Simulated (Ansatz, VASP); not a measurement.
# Hf: VASP beside Ansatz

File INCAR:

```
SYSTEM = Hf
PREC = Accurate ; ENCUT = 600
EDIFF = 1E-6 ; ISMEAR = 0
SIGMA = 0.1 ; LREAL = .FALSE.
LASPH = .TRUE. ; NELM = 60
ALGO = Fast ; ISIF = 3
LWAVE = .FALSE. ; LCHARG = .FALSE.
GGA = PE ; IBRION = 2
NSW = 90 ; EDIFFG = -0.04
```

The input KPOINTS:

```
regular mesh
0
G
  6 6 6
  0 0 0
```

The input POSCAR:

```
Hf
1.0
    1.9350062615      1.1171763860      3.5882371181
   -1.9350062615      1.1171763860      3.5882371181
    0.0000000000     -2.2343527719      3.5882371181
Hf
2
Direct
    0.2275400000      0.2275400000      0.2275400000
    0.7724600000      0.7724600000      0.7724600000
```

Input for Ansatz:

```yaml
crystal:
  lattice:
    - [1.9350062615, 1.117176386, 3.5882371181]
    - [-1.9350062615, 1.117176386, 3.5882371181]
    - [0.0, -2.2343527719, 3.5882371181]
  atoms:
    - { symbol: Hf, position: [0.22754, 0.22754, 0.22754] }
    - { symbol: Hf, position: [0.77246, 0.77246, 0.77246] }
basis:
  ecutwfc: 420
kpoints:
  mp_grid: { grid: [6, 6, 6] }
hamiltonian:
  xc: pbe
scf:
  occupations: { method: gaussian, width: 0.1 }
  lower_state_search: "off"
output:
  forces: true
  stress: true
  eigenvalues: true
relax:
  adjacent_minimum: "off"
  f_tol: 0.04
  max_steps: 70
  cell: { stress_tol: 0.4 }
```

Alike in both runs: task relaxation of cell and atoms; functional PBE; k mesh 6 × 6 × 6; occupations gaussian, width 0.1 eV; no spin polarisation.

|  | VASP | Ansatz |
| --- | --- | --- |
| version | VASP 6.6.1 | Ansatz 0.2.0 |
| potentials or method | VASP PAW PBE potentials, release 64 (Hf_pv), cutoff 600 eV | scalar-relativistic, plane waves, PAW |
| valence electrons in the cell | 20 | 52 |

```tsv
	VASP	Ansatz	Ansatz less VASP
gap on the k mesh at the Fermi level, each at its own relaxed structure (eV)	none	none	-
relaxed volume (Å³/atom)	22.42	22.52	+0.094
relaxed length of the cell vector where the two differ most in proportion (Å)	5.485	5.497	+0.0113
```

A gap of «none» marks a metal or a gap that the smearing closes. VASP's potentials hold 20 valence electrons a cell and Ansatz's 52, so a difference there can come from the potentials and not from the codes.

Neither program's run includes spin-orbit coupling.
